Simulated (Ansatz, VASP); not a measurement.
# One calculation of Al, two programs

The input INCAR:

```
SYSTEM = Al
PREC = Accurate ; ENCUT = 520
EDIFF = 1E-6 ; ISMEAR = -1
SIGMA = 0.1 ; LREAL = .FALSE.
LASPH = .TRUE. ; NELM = 80
ALGO = Normal ; ISIF = 2
LWAVE = .FALSE. ; LCHARG = .FALSE.
NBANDS = 8
```

Contents of KPOINTS:

```
regular mesh
0
G
  22 22 22
  0 0 0
```

POSCAR

```
Al
1.0
    0.0000000000      1.9370166877      1.9370166877
    1.9370166877      0.0000000000      1.9370166877
    1.9370166877      1.9370166877      0.0000000000
Al
1
Direct
    0.0000000000      0.0000000000      0.0000000000
```

Input for Ansatz:

```yaml
crystal:
  lattice:
    - [0.0, 1.9370166874, 1.9370166874]
    - [1.9370166874, 0.0, 1.9370166874]
    - [1.9370166874, 1.9370166874, 0.0]
  atoms:
    - { symbol: Al, position: [0.0, 0.0, 0.0] }
hamiltonian:
  xc: lda
  pseudopotentials:
    kind: paw
    azcp:
      Al: "pseudopotentials/Al.paw.azcp"
basis:
  ecutwfc: 420
  fft_grid_basis: typed
kpoints:
  mp_grid: { grid: [22, 22, 22], shift: [0, 0, 0] }
magnetization:
  spin_polarized: false
scf:
  occupations: { method: fermi_dirac, width: 0.1 }
output:
  stress: true
```

Alike in both runs: task single point; functional LDA; k mesh 22 × 22 × 22; occupations fermi-dirac, width 0.1 eV; no spin polarisation.

|  | VASP | Ansatz |
| --- | --- | --- |
| version | VASP 6.6.1 | Ansatz 0.2.0 |
| potentials or method | VASP PAW LDA potentials, release 64 (Al), cutoff 520 eV | plane waves (420 eV) with PAW, scalar-relativistic |
| valence electrons in the cell | 3 | 3 |

```tsv
	VASP	Ansatz	Ansatz less VASP
pressure (GPa)	8.7	8.5	-0.15
```

Ansatz warns that its potentials were made for another functional, while VASP's fit it. LDA's correlation is that of Perdew and Zunger in VASP and of Perdew and Wang (1992) in Ansatz.
